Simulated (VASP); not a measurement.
# HfS2 (P-3m1) in VASP: settings compared, part 2 of 2

VASP 6.6.1. Earlier steps stand in the parts before.

## Step 4: Single point, HSE06 (strain +1.0%)

POSCAR reads:

```
HfS2
1.0
    3.6665989181      0.0000000000      0.0000000000
   -1.8332994590      3.1753678085      0.0000000000
    0.0000000000      0.0000000000      5.9371417321
Hf S
1 2
Direct
    0.0000000000      0.0000000000      0.0000000000
    0.3333333333      0.6666666667      0.2398138162
    0.6666666667      0.3333333333      0.7601861838
```

INCAR.step1 reads:

```
SYSTEM = HfS2
ALGO     = Normal         ! electronic algorithm
EDIFF    = 1E-5           ! SCF threshold, eV
ENCUT    = 400            ! plane-wave cutoff, eV
GGA      = PE             ! functional
GGA_COMPAT= .False.      
ISIF     = 2              ! what is computed and relaxed
ISMEAR   = 0              ! smearing method
LASPH    = .True.         ! aspherical terms in the spheres
LCHARG   = .False.        ! write CHGCAR
LREAL    = .False.        ! projectors in reciprocal space
LWAVE    = .True.         ! write WAVECAR
NBANDS   = 18             ! bands
NELM     = 120            ! most SCF steps
PREC     = Accurate       ! precision mode
SIGMA    = 0.01           ! smearing width, eV
```

INCAR.step2 reads:

```
SYSTEM = HfS2
ALGO     = Normal         ! electronic algorithm
EDIFF    = 1E-6           ! SCF threshold, eV
ENCUT    = 400            ! plane-wave cutoff, eV
GGA      = PE             ! functional
GGA_COMPAT= .False.      
HFSCREEN = 0.2079         ! screening, 1/A
ISIF     = 2              ! what is computed and relaxed
ISMEAR   = 0              ! smearing method
ISTART   = 1            
LASPH    = .True.         ! aspherical terms in the spheres
LCHARG   = .False.        ! write CHGCAR
LHFCALC  = .True.         ! exact exchange
LREAL    = .False.        ! projectors in reciprocal space
LWAVE    = .False.        ! write WAVECAR
NBANDS   = 18             ! bands
NELM     = 120            ! most SCF steps
PREC     = Accurate       ! precision mode
PRECFOCK = Normal       
SIGMA    = 0.01           ! smearing width, eV
```

KPOINTS reads:

```
k-points
0
Gamma
  6 6 4
  0 0 0
```

Potentials or basis: VASP PAW PBE potentials, release 64 (Hf_pv, S).

On the command line:

```console
cat potpaw_PBE.64/Hf_pv/POTCAR potpaw_PBE.64/S/POTCAR > POTCAR
cp INCAR.step1 INCAR
mpirun -np 1 vasp_std > vasp.out
cp INCAR.step2 INCAR
mpirun -np 1 vasp_std > vasp.out
```

OUTCAR:

```text
SYSTEM = HfS2
   EDIFF = 1E-6
   ENCUT = 400
   GGA = PE
   HFSCREEN = 0.2079
   ISIF = 2
   ISMEAR = 0
   ISTART = 1
   LASPH = .True.
   LHFCALC = .True.
   LREAL = .False.
   NELM = 120
   PREC = Accurate
   PRECFOCK = Normal

 ion  position               nearest neighbor table
   1  0.000  0.000  0.000-   2 2.55   3 2.55   2 2.55   3 2.55   3 2.55   2 2.55
   2  0.333  0.667  0.240-   1 2.55   1 2.55   1 2.55
   3  0.667  0.333  0.760-   1 2.55   1 2.55   1 2.55

  LATTYP: Found a hexagonal cell.
 ALAT       =     3.6665989181
[... 703 lines left out ...]

  FORCE on cell =-STRESS in cart. coord.  units (eV):
  Direction    XX          YY          ZZ          XY          YZ          ZX
  --------------------------------------------------------------------------------------
  -------------------------------------------------------------------------------------
  Total       -0.8837411     -0.8837411     -0.0130533     -0.0000000      0.0000000      0.0000000
  in kB      -20.4833392    -20.4833392     -0.3025492     -0.0000000      0.0000000      0.0000000
  external PRESSURE =     -13.7564092 kB  Pullay stress =       0.0000000 kB

 VOLUME and BASIS-vectors are now :
 -----------------------------------------------------------------------------
  energy-cutoff  :      400.00
  volume of cell :       69.12
      direct lattice vectors                 reciprocal lattice vectors
     3.666598918  0.000000000  0.000000000     0.272732312  0.157462074  0.000000000
    -1.833299459  3.175367808  0.000000000     0.000000000  0.314924147  0.000000000
     0.000000000  0.000000000  5.937141732     0.000000000  0.000000000  0.168431216

 POSITION                                       TOTAL-FORCE (eV/Angst)
 -----------------------------------------------------------------------------------
      0.00000      0.00000      0.00000         0.000000     -0.000000      0.000000
     -0.00000      2.11691      1.42381         0.000000      0.000000     -0.199033
      1.83330      1.05846      4.51333        -0.000000      0.000000      0.199033
 -----------------------------------------------------------------------------------
    total drift:                                0.000000     -0.000000      0.000000

  FREE ENERGIE OF THE ION-ELECTRON SYSTEM (eV)
  ---------------------------------------------------
  free  energy   TOTEN  =       -26.9376323376 eV

  energy  without entropy=      -26.9376323376  energy(sigma->0) =      -26.93763234
```

Wall time 79 min (1 thread of Intel Xeon Platinum 8259CL at 2.50GHz (Skylake/Cascade Lake), shared host); peak memory 0.29 GiB.

Results:

```
Free energy            : -26.9376 eV
Pressure               : -1.4 GPa
Largest force          : 0.199 eV/Å
Band gap on the k mesh : 1.98 eV (least direct gap 2.81 eV)
```

Forces on the atoms (eV/Å):
```
Hf   0.000  0.000  0.000
S    0.000  0.000 -0.199
S    0.000  0.000  0.199
```

Stress tensor (GPa, compression positive):
```
-2.05  0.00  0.00
 0.00 -2.05  0.00
 0.00  0.00 -0.03
```

Caveat: the cell differs from its parent crystal (strain +1.0%); the PAW data sets were made with another functional, which shifts forces and pressure a little; spin-orbit coupling is left out, which moves the levels of the heavy elements; this functional lacks dispersion, which binds layers or chains, so the pressure and a relaxed spacing across them are unreliable.

## Step 5: Single point, HSE06 (strain -3.0%)

POSCAR reads:

```
HfS2
1.0
    3.5213870797      0.0000000000      0.0000000000
   -1.7606935398      3.0496106676      0.0000000000
    0.0000000000      0.0000000000      5.7020074061
Hf S
1 2
Direct
    0.0000000000      0.0000000000      0.0000000000
    0.3333333333      0.6666666667      0.2588641200
    0.6666666667      0.3333333333      0.7411358800
```

INCAR.step1 reads:

```
PREC     = Accurate       # precision mode
ENCUT    = 400            # plane-wave cutoff, eV
EDIFF    = 1E-5           # SCF threshold, eV
ISMEAR   = 0              # smearing method
SIGMA    = 0.01           # smearing width, eV
LREAL    = False          # projectors in reciprocal space
LASPH    = True           # aspherical terms in the spheres
NELM     = 120            # most SCF steps
ALGO     = Normal         # electronic algorithm
ISIF     = 2              # what is computed and relaxed
LWAVE    = True           # write WAVECAR
NBANDS   = 18             # bands
GGA      = PE             # functional
GGA_COMPAT= False
```

INCAR.step2 reads:

```
PREC     = Accurate       # precision mode
ENCUT    = 400            # plane-wave cutoff, eV
EDIFF    = 1E-6           # SCF threshold, eV
ISMEAR   = 0              # smearing method
SIGMA    = 0.01           # smearing width, eV
LREAL    = False          # projectors in reciprocal space
LASPH    = True           # aspherical terms in the spheres
NELM     = 120            # most SCF steps
ALGO     = Normal         # electronic algorithm
ISIF     = 2              # what is computed and relaxed
LWAVE    = False          # write WAVECAR
LCHARG   = True           # write CHGCAR
GGA      = PE             # functional
LHFCALC  = True           # exact exchange
HFSCREEN = 0.2079         # screening, 1/A
PRECFOCK = Normal       
LELF     = True           # ELF
LVHAR    = True         
NBANDS   = 18             # bands
ISTART   = 1            
GGA_COMPAT= False
```

KPOINTS reads:

```
regular mesh
0
Gamma
  6 6 4
```

Potentials or basis: VASP PAW PBE potentials, release 64 (Hf_pv, S).

On the command line:

```console
cat potpaw_PBE.64/Hf_pv/POTCAR potpaw_PBE.64/S/POTCAR > POTCAR
cp INCAR.step1 INCAR
mpirun -np 1 vasp_std > vasp.out
cp INCAR.step2 INCAR
mpirun -np 1 vasp_std > vasp.out
```

OUTCAR:

```text
PREC = Accurate
   ENCUT = 400
   EDIFF = 1E-6
   ISMEAR = 0
   LREAL = False
   LASPH = True
   NELM = 120
   ISIF = 2
   GGA = PE
   LHFCALC = True
   HFSCREEN = 0.2079
   PRECFOCK = Normal
   ISTART = 1

 ion  position               nearest neighbor table
   1  0.000  0.000  0.000-   2 2.51   3 2.51   2 2.51   3 2.51   3 2.51   2 2.51
   2  0.333  0.667  0.259-   1 2.51   1 2.51   1 2.51
   3  0.667  0.333  0.741-   1 2.51   1 2.51   1 2.51

  LATTYP: Found a hexagonal cell.
 ALAT       =     3.5213870797
 C/A-ratio  =     1.6192503911

  Lattice vectors:

 A1 = (   3.5213870797,   0.0000000000,   0.0000000000)
 A2 = (  -1.7606935398,   3.0496106676,   0.0000000000)
 A3 = (   0.0000000000,   0.0000000000,   5.7020074061)

Analysis of symmetry for initial positions (statically):
=====================================================================
 Subroutine PRICEL returns:
 Original cell was already a primitive cell.

 Routine SETGRP: Setting up the symmetry group for a
 hexagonal supercell.
[... 173 lines left out ...]
  free energy    TOTEN  =       -26.81276898 eV

  energy without entropy =      -26.81276898  energy(sigma->0) =      -26.81276898

 E-fermi :   3.8733     XC(G=0):  -8.3954

 val. band max:        3.7863554527   @ k =   0.0000   0.0000   0.0000
 cond. band min:       5.1627158682   @ k =   0.5000   0.0000   0.5000
 fundamental gap:      1.3763604155
 Fermi energy:         3.8733463276

 k-point     1 :       0.0000    0.0000    0.0000
  band No.  band energies     occupation
      1     -29.0432      2.00000
      2     -28.8786      2.00000
      3     -28.8786      2.00000
      4     -11.2585      2.00000
      5      -9.0956      2.00000
      6      -2.2274      2.00000
[... 481 lines left out ...]
      5      -9.2442      2.00000
      6      -0.7858      2.00000
[... 10 lines left out ...]
     17      13.1326      0.00000
     18      14.1754      0.00000

------------------------ aborting loop because EDIFF is reached ----------------------------------------

  FORCE on cell =-STRESS in cart. coord.  units (eV):
  Direction    XX          YY          ZZ          XY          YZ          ZX
  --------------------------------------------------------------------------------------
  -------------------------------------------------------------------------------------
  Total        2.4603562      2.4603562      1.0152596      0.0000000     -0.0000000     -0.0000000
  in kB       64.3757987     64.3757987     26.5645070      0.0000000     -0.0000000     -0.0000000
  external PRESSURE =      51.7720348 kB  Pullay stress =       0.0000000 kB

 VOLUME and BASIS-vectors are now :
 -----------------------------------------------------------------------------
  energy-cutoff  :      400.00
  volume of cell :       61.23
      direct lattice vectors                 reciprocal lattice vectors
     3.521387080  0.000000000  0.000000000     0.283979005  0.163955355  0.000000000
    -1.760693540  3.049610668  0.000000000     0.000000000  0.327910710  0.000000000
     0.000000000  0.000000000  5.702007406     0.000000000  0.000000000  0.175376833

 POSITION                                       TOTAL-FORCE (eV/Angst)
 -----------------------------------------------------------------------------------
      0.00000      0.00000      0.00000         0.000000     -0.000000      0.000000
     -0.00000      2.03307      1.47605         0.000000      0.000000     -0.192009
      1.76069      1.01654      4.22596        -0.000000      0.000000      0.192009
 -----------------------------------------------------------------------------------
    total drift:                               -0.000000      0.000000     -0.000000

  FREE ENERGIE OF THE ION-ELECTRON SYSTEM (eV)
  ---------------------------------------------------
  free  energy   TOTEN  =       -26.8127689815 eV

  energy  without entropy=      -26.8127689815  energy(sigma->0) =      -26.81276898
```

OUTCAR.step1:

```text
PREC = Accurate
   ENCUT = 400
   EDIFF = 1E-5
   ISMEAR = 0
   LREAL = False
[... 728 lines left out ...]
      0.00000      0.00000      0.00000         0.000000      0.000000      0.000000
     -0.00000      2.03307      1.47605        -0.000000      0.000000      0.096149
      1.76069      1.01654      4.22596        -0.000000     -0.000000     -0.096149
 -----------------------------------------------------------------------------------
    total drift:                                0.000000     -0.000000      0.000000

  FREE ENERGIE OF THE ION-ELECTRON SYSTEM (eV)
  ---------------------------------------------------
  free  energy   TOTEN  =       -22.7422649005 eV

  energy  without entropy=      -22.7422649005  energy(sigma->0) =      -22.74226490
```

OSZICAR.step1:

```text
N       E                     dE             d eps       ncg     rms          rms(c)
DAV:   1     0.777836901380E+02    0.77784E+02   -0.95937E+03   864   0.893E+02
DAV:   2    -0.201320694021E+02   -0.97916E+02   -0.94966E+02  1142   0.212E+02
DAV:   3    -0.243180124294E+02   -0.41859E+01   -0.41722E+01  1130   0.393E+01
DAV:   4    -0.243636127299E+02   -0.45600E-01   -0.45582E-01  1164   0.485E+00
DAV:   5    -0.243644358136E+02   -0.82308E-03   -0.82304E-03  1132   0.595E-01    0.541E+01
DAV:   6    -0.228436588905E+02    0.15208E+01   -0.37822E+00   948   0.955E+00    0.389E+01
DAV:   7    -0.228070389517E+02    0.36620E-01   -0.16473E+00   996   0.733E+00    0.323E+00
DAV:   8    -0.227463753900E+02    0.60664E-01   -0.24550E-01   904   0.290E+00    0.198E+00
DAV:   9    -0.227420443355E+02    0.43311E-02   -0.34276E-02  1070   0.104E+00    0.619E-01
DAV:  10    -0.227422190854E+02   -0.17475E-03   -0.30792E-03   978   0.297E-01    0.389E-01
DAV:  11    -0.227422822188E+02   -0.63133E-04   -0.30778E-04  1088   0.105E-01    0.222E-01
DAV:  12    -0.227422631816E+02    0.19037E-04   -0.73451E-05   954   0.483E-02    0.244E-02
DAV:  13    -0.227422649005E+02   -0.17189E-05   -0.62855E-06   524   0.156E-02
   1 F= -.22742265E+02 E0= -.22742265E+02  d E =-.582277E-15
```

It took 67 min on 1 thread of Intel Xeon Platinum 8375C at 2.90GHz (Ice Lake), shared host; peak memory 0.29 GiB.

Results:

```yaml
Free_energy: -26.8128 eV
Pressure: 5.2 GPa
Largest_force: 0.192 eV/Å
Band_gap_on_the_k_mesh: 1.38 eV (least direct gap 2.50 eV)
```

Forces in eV/Å, atoms in the order of the input:
```
Hf   0.000  0.000  0.000
S    0.000  0.000 -0.192
S    0.000  0.000  0.192
```

Caveat: the cell differs from its parent crystal (strain -3.0%); the cell stands under pressure; the PAW data sets were made with another functional, which shifts forces and pressure a little; spin-orbit coupling is left out, which moves the levels of the heavy elements.

## Step 6: The runs side by side

```csv
level,spin,cell,k mesh,cutoff (eV),smearing,grid for exact exchange (PRECFOCK),share of exact exchange,screening parameter,gap on the mesh (eV),pressure (GPa),largest force (eV/Å)
r2SCAN,"non-collinear, zero start, SOC","a = 3.558, b = 3.558, c = 5.761 Å, angles 90.0, 90.0, 120.0°, 3 atoms, strain -2.0%",12 × 12 × 4,550,fermi-dirac 0.02 eV,-,-,-,-,3.6,0.12
HSE06,off,"a = 3.776, b = 3.776, c = 6.113 Å, angles 90.0, 90.0, 120.0°, 3 atoms, strain +4.0%",6 × 6 × 4,400,gaussian 0.01 eV,Normal,0.25,0.2079 1/Å,2.26,-4.5,0.19
HSE06,off,"a = 3.667, b = 3.667, c = 5.937 Å, angles 90.0, 90.0, 120.0°, 3 atoms, strain +1.0%",6 × 6 × 4,400,gaussian 0.01 eV,Normal,0.25,0.2079 1/Å,1.98,-1.4,0.20
HSE06,off,"a = 3.521, b = 3.521, c = 5.702 Å, angles 90.0, 90.0, 120.0°, 3 atoms, strain -3.0%",6 × 6 × 4,400,gaussian 0.01 eV,Normal,0.25,0.2079 1/Å,1.38,5.2,0.19
```

Alike in all rows: task single point; potentials or basis VASP PAW PBE potentials, release 64 (Hf_pv, S).

Caveats: the PAW data sets were made with another functional, which shifts forces and pressure a little; spin-orbit coupling is left out, which moves the levels of the heavy elements (at least some runs); the cell stands under pressure (at least some runs); this functional lacks dispersion, which binds layers or chains, so the pressure and a relaxed spacing across them are unreliable (at least some runs); the stress differs along the axes, from -6 to -1 GPa (at least some runs).

Absolute energies hang on the potentials; compare differences alone.
